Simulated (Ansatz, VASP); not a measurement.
# ZnO: VASP beside Ansatz

```xyz
4
Lattice="3.3866 0.0000 0.0000 -1.6933 2.9329 0.0000 0.0000 0.0000 7.1304" Properties=species:S:1:pos:R:3 pbc="T T T"
Zn    0.0000    0.0000    5.3478
Zn    0.0000    0.0000    1.7826
O     0.0000    1.9553    1.7826
O     1.6933    0.9776    5.3478
```

Change from the starting cell: strain +0.030 along x and y, +0.000 along z, atoms carried along.

Alike in both runs: task single point; functional PBEsol; k mesh 9 × 9 × 4; occupations gaussian, width 0.05 eV; no spin polarisation.

|  | VASP | Ansatz |
| --- | --- | --- |
| version | VASP 6.6.1 | Ansatz 0.2.0 |
| potentials or method | VASP PAW PBE potentials, release 64 (Zn, O), cutoff 520 eV | scalar-relativistic, plane waves, PAW |
| valence electrons in the cell | 36 | 36 |

```csv
,VASP,Ansatz,Ansatz less VASP
gap on the k mesh at the Fermi level (eV),0.69,0.70,+0.004
least direct gap on the mesh (eV),0.69,0.70,+0.004
pressure (GPa),-10.1,-10.6,-0.48
"traceless stress, the component that is largest in VASP (GPa)",9.21,9.78,+0.569
```

VASP's potentials were made for PBE, not for PBEsol.
